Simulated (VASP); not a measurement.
Wanted: the native input for a VASP 6.6.1 run.

| Property | Result |
| --- | --- |
| Task | single point |
| Functional | PBEsol |
| Potentials or basis | VASP PAW PBE potentials, release 64 (Ca_sv) |
| Cutoff | 520 eV |
| k mesh | 18 × 18 × 8 |
| Occupations | gaussian, width 0.15 eV |
| Spin | no spin polarisation |
| Dipole correction | no |
| Further INCAR settings | ALGO = Fast; EDIFF = 1e-06; NBANDS = 17 |

The structure of Ca lies in POSCAR:

```
Ca
1.0
    3.8555421741      0.0000000000      0.0000000000
   -1.9277710870      3.3389974681      0.0000000000
    0.0000000000      0.0000000000      6.9477265837
Ca
2
Direct
    0.3333333333      0.6666666667      0.2500000000
    0.6666666667      0.3333333333      0.7500000000
```

This cell differs from its parent crystal: ratio of the length along z to the lengths across it x 1.1, volume and fractional coordinates fixed.

One way to write it, as run:

INCAR

```
PREC     = Accurate       # precision mode
ENCUT    = 520            # plane-wave cutoff, eV
EDIFF    = 1E-6           # SCF threshold, eV
ISMEAR   = 0              # smearing method
SIGMA    = 0.15           # smearing width, eV
LREAL    = False          # projectors in reciprocal space
LASPH    = True           # aspherical terms in the spheres
NELM     = 60             # most SCF steps
ALGO     = Fast           # electronic algorithm
ISIF     = 2              # what is computed and relaxed
LWAVE    = False          # write WAVECAR
LCHARG   = False          # write CHGCAR
GGA      = PS             # functional
NBANDS   = 17             # bands
```

KPOINTS

```
regular mesh
0
Gamma
  18 18 8
```

Potentials or basis: VASP PAW PBE potentials, release 64 (Ca_sv).

Command:

```bash
$ cat potpaw_PBE.64/Ca_sv/POTCAR > POTCAR
$ mpirun -np 1 vasp_std > vasp.out
```

Results of the run:

| Property | Result |
| --- | --- |
| Pressure | -1.4 GPa |
| Band gap on the k mesh | zero (band 10 reaches 1.95 eV, above the bottom of band 11 at 1.14 eV) |

Caveat: the PAW data sets were made with another functional, which shifts forces and pressure a little.

Wall time 6.5 min on 1 thread of Intel Xeon 8259CL, on a shared host, peak memory 0.38 GiB.
